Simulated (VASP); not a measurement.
# HC12 in VASP: further runs

Runs on HC12. Level: PBE. Tasks: single point.

All numbers are computed with VASP 6.6.1; they aren't measurements. Logs are shortened: lines on timing, memory, paths and dates and some standing lists are left out, and cuts for length are marked.

## Step 1: The cell of the first run

The cell holds a slab with vacuum, 26 atoms: a = 5.051 Å, b = 5.051 Å, c = 22.375 Å, α = 90.00°, β = 90.00°, γ = 90.00°.

## Step 2: Single point, PBE

File INCAR:

```
SYSTEM = HC12
ALGO     = Normal         ! electronic algorithm
DIPOL    = 0.5 0.5 0.288
EDIFF    = 1E-7           ! SCF threshold, eV
ENCUT    = 520            ! plane-wave cutoff, eV
GGA      = PE             ! functional
IDIPOL   = 3            
ISIF     = 2              ! what is computed and relaxed
ISMEAR   = 0              ! smearing method
LASPH    = .TRUE.         ! aspherical terms in the spheres
LCHARG   = .TRUE.         ! write CHGCAR
LDIPOL   = .TRUE.       
LELF     = .TRUE.         ! ELF
LREAL    = Auto         
LVACPOTAV= .TRUE.       
LVHAR    = .TRUE.       
LWAVE    = .FALSE.        ! write WAVECAR
NBANDS   = 68             ! bands
NELM     = 100            ! most SCF steps
PREC     = Accurate       ! precision mode
SIGMA    = 0.05           ! smearing width, eV
```

File KPOINTS:

```
k-points
0
G
  5 5 1
  0 0 0
```

File POSCAR:

```
HC12
1.0
    5.0509324483      0.0000000000      0.0000000000
    0.0000000000      5.0509324483      0.0000000000
    0.0000000000      0.0000000000     22.3754933530
C H
24 2
Direct
    0.0000000000      0.2500000000      0.1787670080
    0.0000000000      0.7500000000      0.1787670080
    0.5000000000      0.2500000000      0.1787670080
    0.5000000000      0.7500000000      0.1787670080
    0.0000000000      0.0000000000      0.2186716990
    0.0000000000      0.5000000000      0.2186716990
    0.5000000000      0.0000000000      0.2186716990
    0.5000000000      0.5000000000      0.2186716990
    0.2500000000      0.0000000000      0.2585763899
    0.2500000000      0.5000000000      0.2585763899
    0.7500000000      0.0000000000      0.2585763899
    0.7500000000      0.5000000000      0.2585763899
    0.2500000000      0.2500000000      0.2976014419
    0.2500000000      0.7500000000      0.2976014419
    0.7500000000      0.2500000000      0.2976014419
    0.7500000000      0.7500000000      0.2976014419
    0.0000000000      0.2500000000      0.3394883053
    0.0000000000      0.7500000000      0.3394883053
    0.5000000000      0.2500000000      0.3394883053
    0.5000000000      0.7500000000      0.3394883053
    0.0000000000      0.0000000000      0.3743154719
    0.0000000000      0.5000000000      0.3743154719
    0.5000000000      0.0000000000      0.3743154719
    0.5000000000      0.5000000000      0.3743154719
    0.9356554451      0.3750000000      0.4087281209
    1.0643445549      0.3750000000      0.4087281209
```

Potentials or basis: VASP PAW PBE potentials, release 64 (C, H).

On the command line:

```sh
> cat potpaw_PBE.64/C/POTCAR potpaw_PBE.64/H/POTCAR > POTCAR
> mpirun -np 1 vasp_std > vasp.out
```

OUTCAR:

```text
SYSTEM = HC12
   EDIFF = 1E-7
   ENCUT = 520
   GGA = PE
   ISIF = 2
   ISMEAR = 0
   LASPH = .TRUE.
   LREAL = Auto
   NELM = 100
   PREC = Accurate

 ion  position               nearest neighbor table
   1  0.000  0.250  0.179-   5 1.55   6 1.55
   2  0.000  0.750  0.179-   5 1.55   6 1.55
   3  0.500  0.250  0.179-   7 1.55   8 1.55
   4  0.500  0.750  0.179-   7 1.55   8 1.55
   5  0.000  0.000  0.219-   9 1.55  11 1.55   1 1.55   2 1.55
   6  0.000  0.500  0.219-  10 1.55  12 1.55   1 1.55   2 1.55
   7  0.500  0.000  0.219-   9 1.55  11 1.55   3 1.55   4 1.55
   8  0.500  0.500  0.219-  10 1.55  12 1.55   3 1.55   4 1.55
   9  0.250  0.000  0.259-  13 1.54  14 1.54   5 1.55   7 1.55
  10  0.250  0.500  0.259-  13 1.54  14 1.54   6 1.55   8 1.55
[... 8 lines left out ...]
  19  0.500  0.250  0.339-  23 1.48  24 1.48  13 1.57  15 1.57
  20  0.500  0.750  0.339-  23 1.48  24 1.48  14 1.57  16 1.57
  21  0.000  0.000  0.374-  17 1.48  18 1.48
  22  0.000  0.500  0.374-  25 1.05  26 1.05  17 1.48  18 1.48
  23  0.500  0.000  0.374-  19 1.48  20 1.48
  24  0.500  0.500  0.374-  19 1.48  20 1.48
  25  0.936  0.375  0.409-  26 0.65  22 1.05
  26  0.064  0.375  0.409-  25 0.65  22 1.05

  LATTYP: Found a simple tetragonal cell.
 ALAT       =     5.0509324483
 C/A-ratio  =     4.4299727985

  Lattice vectors:

 A1 = (   5.0509324483,   0.0000000000,   0.0000000000)
 A2 = (   0.0000000000,   5.0509324483,   0.0000000000)
 A3 = (   0.0000000000,   0.0000000000,  22.3754933530)

Analysis of symmetry for initial positions (statically):
=====================================================================
 Subroutine PRICEL returns:
 Original cell was already a primitive cell.

 Routine SETGRP: Setting up the symmetry group for a
 simple tetragonal supercell.

 Subroutine GETGRP returns: Found  2 space group operations
 (whereof  2 operations were pure point group operations)
 out of a pool of 16 trial point group operations.

The static configuration has the point symmetry C_1h.

Analysis of symmetry for dynamics (positions and initial velocities):
=====================================================================
 Subroutine PRICEL returns:
 Original cell was already a primitive cell.

 Routine SETGRP: Setting up the symmetry group for a
 simple tetragonal supercell.

 Subroutine GETGRP returns: Found  2 space group operations
 (whereof  2 operations were pure point group operations)
 out of a pool of 16 trial point group operations.

The dynamic configuration has the point symmetry C_1h.

 Subroutine INISYM returns: Found  2 space group operations
 (whereof  2 operations are pure point group operations),
 and found     1 'primitive' translations

----------------------------------------------------------------------------------------

                                     Primitive cell

  volume of cell :     570.8418

  direct lattice vectors                    reciprocal lattice vectors
     5.050932448  0.000000000  0.000000000     0.197983246  0.000000000  0.000000000
     0.000000000  5.050932448  0.000000000     0.000000000  0.197983246  0.000000000
     0.000000000  0.000000000 22.375493353     0.000000000  0.000000000  0.044691752

  length of vectors
     5.050932448  5.050932448 22.375493353     0.197983246  0.197983246  0.044691752

  position of ions in fractional coordinates (direct lattice)
     0.000000000  0.250000000  0.178767008
     0.000000000  0.750000000  0.178767008
     0.500000000  0.250000000  0.178767008
     0.500000000  0.750000000  0.178767008
     0.000000000  0.000000000  0.218671699
     0.000000000  0.500000000  0.218671699
[... 18 lines left out ...]
     0.935655445  0.375000000  0.408728121
     0.064344555  0.375000000  0.408728121

  ion indices of the primitive-cell ions
   primitive index   ion index
                 1           1
                 2           2
                 3           3
                 4           4
                 5           5
                 6           6
[... 18 lines left out ...]
                25          25
                26          26

----------------------------------------------------------------------------------------

 KPOINTS: k-points

Automatic generation of k-mesh.
 Grid dimensions read from file:
 generate k-points for:    5    5    1

 Generating k-lattice:

  Cartesian coordinates                     Fractional coordinates (reciprocal lattice)
     0.039596649  0.000000000  0.000000000     0.200000000  0.000000000  0.000000000
     0.000000000  0.039596649  0.000000000     0.000000000  0.200000000  0.000000000
     0.000000000  0.000000000  0.044691752     0.000000000  0.000000000  1.000000000

  Length of vectors
     0.039596649  0.039596649  0.044691752

  Shift w.r.t. Gamma in fractional coordinates (k-lattice)
     0.000000000  0.000000000  0.000000000

 Subroutine IBZKPT returns following result:
 ===========================================

[... 38 lines left out ...]
   ISYM   =      2    0-nonsym 1-usesym 2-fastsym
   POTIM  = 0.5000    time-step for ionic-motion
   TEBEG  =    0.0;   TEEND  =   0.0 temperature during run
   PSTRESS=    0.0 pullay stress
   NELECT =      98.0000    total number of electrons
   NUPDOWN=      -1.0000    fix difference up-down
   EMIN   =  10.00;   EMAX   =-10.00  energy-range for DOS
   EFERMI =   0.00;   METHOD = LEGACY
   ISMEAR =     0;   SIGMA  =   0.05  broadening in eV -4-tet -1-fermi 0-gaus
   EFERMI_NEDOS =   21; number of points for ismear=-14 and -15
   IALGO  =     38    algorithm
   IMIX   =      4    mixing-type and parameters
     AMIX     =   0.40;   BMIX     =  1.00
     AMIX_MAG =   1.60;   BMIX_MAG =  1.00
  volume/ion in A,a.u.               =      21.96       148.16
  Fermi-wavevector in a.u.,A,eV,Ry     =   0.909868  1.719401 11.263710  0.827859
  Thomas-Fermi vector in A             =   2.033963
   LORBIT       =      0    0 simple, 1 ext, 2 COOP (PROOUT), +10 PAW based schemes
   GGA     = PE    functional components
   LHFCALC =     F    Hartree Fock is set to
   AEXX    =    0.0000 exact exchange contribution
   IVDW    =     0    specifies the selected vdW correction
   LEPSILON=     F    determine dielectric tensor
   LRPA    =     F    only Hartree local field effects (RPA)
 non-spin polarized calculation
 Gauss-broadening in eV      SIGMA  =   0.05
  energy-cutoff  :      520.00
  volume of cell :      570.84
 maximum number of plane-waves:     15407
 NGX is ok and might be reduce to    40
   NGX = 19   NGY = 19   NGZ = 83

 number of electron      98.0000009 magnetization

 dipolmoment           0.000000      0.000000     -0.261803 electrons x Angstroem

 Free energy of the ion-electron system (eV)
  ---------------------------------------------------
  ext. energy  EPLUGINS =         0.00000000
  ---------------------------------------------------
  free energy    TOTEN  =      -196.11885005 eV

  energy without entropy =     -196.10957250  energy(sigma->0) =     -196.11421127

 E-fermi :  -2.5623     XC(G=0):  -4.2232

 val. band max:       -2.5897635721   @ k =   0.0000   0.4000   0.0000
 cond. band min:      -2.5570232040   @ k =   0.2000   0.0000   0.0000
 fundamental gap:      0.0327403681
 Fermi energy:        -2.5623399970

 k-point     1 :       0.0000    0.0000    0.0000
  band No.  band energies     occupation
      1     -23.5261      2.00000
      2     -21.7181      2.00000
      3     -20.1474      2.00000
      4     -19.2217      2.00000
      5     -19.2099      2.00000
      6     -19.0506      2.00000
[... 53 lines left out ...]
     60       2.6379      0.00000
     61       3.4647      0.00000

 k-point     2 :       0.2000    0.0000    0.0000
  band No.  band energies     occupation
      1     -23.3557      2.00000
      2     -21.6962      2.00000
      3     -20.5680      2.00000
      4     -19.8692      2.00000
      5     -18.9739      2.00000
      6     -18.8549      2.00000
[... 437 lines left out ...]
     60       4.2540      0.00000
     61       4.5870      0.00000

 k-point     9 :       0.4000    0.4000    0.0000
  band No.  band energies     occupation
      1     -22.3161      2.00000
      2     -21.5940      2.00000
      3     -21.0860      2.00000
      4     -20.6657      2.00000
      5     -20.0701      2.00000
      6     -19.1735      2.00000
[... 53 lines left out ...]
     60       4.5752      0.00000
     61       4.7984      0.00000
 [bands above 61 left out]

------------------------ aborting loop because EDIFF is reached ----------------------------------------

  FORCE on cell =-STRESS in cart. coord.  units (eV):
  Direction    XX          YY          ZZ          XY          YZ          ZX
  --------------------------------------------------------------------------------------
  -------------------------------------------------------------------------------------
  Total      -13.8517382     -3.0224340      4.1049966      0.0000000      1.6737864      0.0000000
  in kB      -38.8775706     -8.4830430     11.5214635      0.0000000      4.6978038      0.0000000
  external PRESSURE =     -11.9463834 kB  Pullay stress =       0.0000000 kB

 VOLUME and BASIS-vectors are now :
 -----------------------------------------------------------------------------
  energy-cutoff  :      520.00
  volume of cell :      570.84
      direct lattice vectors                 reciprocal lattice vectors
     5.050932448  0.000000000  0.000000000     0.197983246  0.000000000  0.000000000
     0.000000000  5.050932448  0.000000000     0.000000000  0.197983246  0.000000000
     0.000000000  0.000000000 22.375493353     0.000000000  0.000000000  0.044691752

 POSITION                                       TOTAL-FORCE (eV/Angst)
 -----------------------------------------------------------------------------------
      0.00000      1.26273      4.00000         0.000000      0.014551      2.134691
      0.00000      3.78820      4.00000         0.000000     -0.025086      2.122802
      2.52547      1.26273      4.00000         0.000000      0.055119      2.223948
      2.52547      3.78820      4.00000         0.000000     -0.064108      2.222900
      0.00000      0.00000      4.89289         0.000000      0.021500     -2.541002
      0.00000      2.52547      4.89289         0.000000      0.013999     -2.490125
[... 18 lines left out ...]
      4.72593      1.89410      9.14549       -12.659460      0.256299      3.894319
      0.32500      1.89410      9.14549        12.659460      0.256299      3.894319
 -----------------------------------------------------------------------------------
    total drift:                               -0.000000     -0.000080      0.044257

  FREE ENERGIE OF THE ION-ELECTRON SYSTEM (eV)
  ---------------------------------------------------
  free  energy   TOTEN  =      -196.1188500515 eV

  energy  without entropy=     -196.1095724953  energy(sigma->0) =     -196.11421127

 vacuum level on the upper side and lower side of the slab         3.069         4.926
```

Run time: 29 min. Hardware: 1 thread of Intel Xeon 8259CL, shared host; peak memory 0.67 GiB.

Results:

```
Free energy            : -196.1189 eV
Largest force          : 13.247 eV/Å
Band gap on the k mesh : zero (bands 49 and 50 overlap by 0.21 eV)
```

Forces in eV/Å, atoms in the order of the input:
```
C     0.000   0.015   2.135
C     0.000  -0.025   2.123
C     0.000   0.055   2.224
C     0.000  -0.064   2.223
C     0.000   0.021  -2.541
C     0.000   0.014  -2.490
C     0.000  -0.073  -2.494
C     0.000   0.010  -2.626
C     0.150   0.042   0.107
C     0.172  -0.050   0.254
C    -0.150   0.042   0.107
C    -0.172  -0.050   0.254
C    -0.300  -0.134  -0.145
C    -0.159  -0.236   0.185
C     0.300  -0.134  -0.145
C     0.159  -0.236   0.185
C     0.000  -1.308  -4.406
C     0.000   1.533   0.501
C     0.000   0.085   0.036
C     0.000  -0.029   0.058
C     0.000   0.522   0.965
C     0.000  -0.339  -4.411
C     0.000   0.097   0.018
C     0.000  -0.269   0.097
H   -12.659   0.256   3.894
H    12.659   0.256   3.894
```

## Step 3: Single point, PBE

File INCAR:

```
SYSTEM = HC12
  PREC = Accurate
  ENCUT = 520
  EDIFF = 1E-6
  ISMEAR = 0
  SIGMA = 0.05
  LREAL = Auto
  LASPH = .True.
  NELM = 60
  ALGO = Normal
  ISIF = 2
  LWAVE = .False.
  LCHARG = .False.
  LDIPOL = .True.
  IDIPOL = 3
  DIPOL = 0.5 0.5 0.290
  GGA = PE
  NBANDS = 68
```

File KPOINTS:

```
Automatic mesh
0
Gamma
  5 5 1
  0 0 0
```

Edit POSCAR of step 2 so:

```diff
@@ -32,3 +32,3 @@
     0.5000000000      0.5000000000      0.3743154719
-    0.9356554451      0.3750000000      0.4087281209
-    1.0643445549      0.3750000000      0.4087281209
+    0.9356554451      0.3750000000      0.4373308422
+    1.0643445549      0.3750000000      0.4373308422
```

Potentials or basis: VASP PAW PBE potentials, release 64 (C, H).

On the command line:

```sh
> cat potpaw_PBE.64/C/POTCAR potpaw_PBE.64/H/POTCAR > POTCAR
> mpirun -np 1 vasp_std > vasp.out
```

Wall time 27 min (1 thread of Intel Xeon 8259CL, shared host); peak memory 0.67 GiB.

It converged, with:

* Free energy: -197.1730 eV
* Largest force: 7.305 eV/Å
* Band gap on the k mesh: zero (bands 49 and 50 overlap by 0.18 eV)

Forces in eV/Å, atoms in the order of the input:
```
C    0.000  0.017  2.143
C    0.000 -0.022  2.145
C    0.000  0.031  2.124
C    0.000 -0.031  2.084
C    0.000  0.007 -2.635
C    0.000  0.006 -2.602
C    0.000 -0.080 -2.368
C    0.000  0.043 -2.489
C    0.045  0.070  0.208
C    0.218 -0.038  0.239
C   -0.045  0.070  0.208
C   -0.218 -0.038  0.239
C    0.058  0.054  0.013
C    0.097 -0.197  0.161
C   -0.058  0.054  0.013
C   -0.097 -0.197  0.161
C    0.000 -0.334  0.050
C    0.000  0.967  0.665
C    0.000  0.021 -0.199
C    0.000 -0.038  0.015
C    0.000  0.419  0.625
C    0.000 -1.150 -0.925
C    0.000  0.177 -0.064
C    0.000 -0.146  0.128
H   -7.303  0.168  0.030
H    7.303  0.168  0.030
```

Levels at points of the mesh, in eV from the Fermi level:
| k point | band 46 | band 47 | band 48 | band 49 | band 50 | band 51 | band 52 | band 53 |
| --- | --- | --- | --- | --- | --- | --- | --- | --- |
| (0.00, 0.00, 0.00) | -1.21 | -0.77 | -0.51 | -0.22 | -0.09 | -0.07 | 0.50 | 1.13 |

## Step 4: Single point, PBE

File INCAR:

```
PREC     = Accurate       # precision mode
ENCUT    = 520            # plane-wave cutoff, eV
EDIFF    = 1E-7           # SCF threshold, eV
ISMEAR   = 0              # smearing method
SIGMA    = 0.05           # smearing width, eV
LREAL    = Auto         
LASPH    = T              # aspherical terms in the spheres
NELM     = 100            # most SCF steps
ALGO     = Normal         # electronic algorithm
ISIF     = 2              # what is computed and relaxed
LWAVE    = F              # write WAVECAR
LCHARG   = F              # write CHGCAR
LDIPOL   = T            
IDIPOL   = 3            
DIPOL    = 0.5 0.5 0.292
GGA      = PE             # functional
NBANDS   = 68             # bands
```

File KPOINTS:

```
regular mesh
0
Gamma
  5 5 1
```

Edit POSCAR of step 3 so:

```diff
@@ -32,3 +32,3 @@
     0.5000000000      0.5000000000      0.3743154719
-    0.9356554451      0.3750000000      0.4373308422
-    1.0643445549      0.3750000000      0.4373308422
+    0.9356554451      0.3750000000      0.4659335635
+    1.0643445549      0.3750000000      0.4659335635
```

On the command line:

```sh
> cat potpaw_PBE.64/C/POTCAR potpaw_PBE.64/H/POTCAR > POTCAR
> mpirun -np 1 vasp_std > vasp.out
```

Run time: 27 min. Hardware: 1 thread of Intel Xeon 8259CL, shared host; peak memory 0.67 GiB.

Results (log left out):

| Quantity | Value |
| --- | --- |
| Free energy | -197.4446 eV |
| Largest force | 5.184 eV/Å |
| Band gap on the k mesh | zero (bands 49 and 50 overlap by 0.13 eV) |

Forces on the atoms (eV/Å):
```
C    0.000 -0.005  2.209
C    0.000  0.004  2.215
C    0.000  0.018  2.159
C    0.000 -0.017  2.157
C    0.000  0.006 -2.640
C    0.000 -0.003 -2.624
C    0.000 -0.014 -2.480
C    0.000  0.009 -2.513
C    0.044  0.009  0.322
C    0.113 -0.005  0.323
C   -0.044  0.009  0.322
C   -0.113 -0.005  0.323
C    0.191  0.022  0.042
C    0.130 -0.029  0.059
C   -0.191  0.022  0.042
C   -0.130 -0.029  0.059
C    0.000 -0.091  0.417
C    0.000  0.155  0.231
C    0.000  0.041 -0.248
C    0.000 -0.047 -0.022
C    0.000 -0.053  0.008
C    0.000  0.143 -0.824
C    0.000  0.100 -0.034
C    0.000 -0.067  0.050
H   -5.178 -0.087  0.223
H    5.178 -0.087  0.223
```

Levels at points of the mesh, in eV from the Fermi level:
```csv
k point,band 45,band 46,band 47,band 48,band 49,band 50,band 51,band 52,band 53,band 54
"(0.00, 0.00, 0.00)",-1.31,-1.19,-0.74,-0.30,-0.21,-0.06,0.13,0.44,0.91,2.61
```

## Step 5: Single point, PBE

File INCAR:

```
PREC = Accurate
ENCUT = 520
EDIFF = 1E-6
ISMEAR = 0
SIGMA = 0.05
LREAL = Auto
LASPH = True
NELM = 60
ALGO = Normal
ISIF = 2
LWAVE = False
LCHARG = True
LDIPOL = True
IDIPOL = 3
DIPOL = 0.5 0.5 0.296
GGA = PE
LELF = True
LVHAR = True
LVACPOTAV = True
NBANDS = 68
```

KPOINTS is that of step 4.

Edit POSCAR of step 4 so:

```diff
@@ -32,3 +32,3 @@
     0.5000000000      0.5000000000      0.3743154719
-    0.9356554451      0.3750000000      0.4659335635
-    1.0643445549      0.3750000000      0.4659335635
+    0.9356554451      0.3750000000      0.5083907279
+    1.0643445549      0.3750000000      0.5083907279
```

On the command line:

```sh
> cat potpaw_PBE.64/C/POTCAR potpaw_PBE.64/H/POTCAR > POTCAR
> mpirun -np 1 vasp_std > vasp.out
```

Run time: 25 min. Hardware: 1 thread of Intel Xeon 8259CL, shared host; peak memory 0.66 GiB.

It converged, with:

```yaml
Free_energy: -197.6574 eV
Largest_force: 4.880 eV/Å
Band_gap_on_the_k_mesh: zero (bands 49 and 50 overlap by 0.08 eV)
```

Forces in eV/Å, atoms in the order of the input:
```
C    0.000  0.000  2.224
C    0.000  0.000  2.226
C    0.000  0.001  2.216
C    0.000 -0.001  2.215
C    0.000  0.000 -2.621
C    0.000  0.000 -2.619
C    0.000  0.000 -2.598
C    0.000  0.000 -2.601
C    0.009  0.000  0.359
C    0.014  0.000  0.359
C   -0.009  0.000  0.359
C   -0.014  0.000  0.359
C    0.029  0.001  0.012
C    0.024 -0.001  0.012
C   -0.029  0.001  0.012
C   -0.024 -0.001  0.012
C    0.000 -0.003  0.031
C    0.000  0.004  0.010
C    0.000  0.004 -0.053
C    0.000 -0.005 -0.035
C    0.000 -0.010  0.021
C    0.000  0.017 -0.046
C    0.000  0.006  0.043
C    0.000 -0.004  0.051
H   -4.880 -0.005  0.026
H    4.880 -0.005  0.026
```

Levels at points of the mesh, in eV from the Fermi level:
```tsv
k point	band 47	band 48	band 49	band 50	band 51	band 52
(0.00, 0.00, 0.00)	-0.79	-0.19	-0.17	-0.03	0.24	0.41
```

## Step 6: Summary

```tsv
cell	gap on the mesh (eV)	largest force (eV/Å)
as given, atomic positions A	none	13.25
as given, atomic positions B	none	7.30
as given, atomic positions C	none	5.18
as given, atomic positions D	none	4.88
```

Alike in all rows: task single point; level PBE; potentials or basis VASP PAW PBE potentials, release 64 (C, H); no spin polarisation; k mesh 5 × 5 × 1; cutoff (eV) 520; smearing gaussian 0.05 eV.

Total energies depend on the potentials used, so only differences within one code and one set of settings carry meaning.

The gap in the log of VASP goes by the Fermi energy; the results here count the filled bands.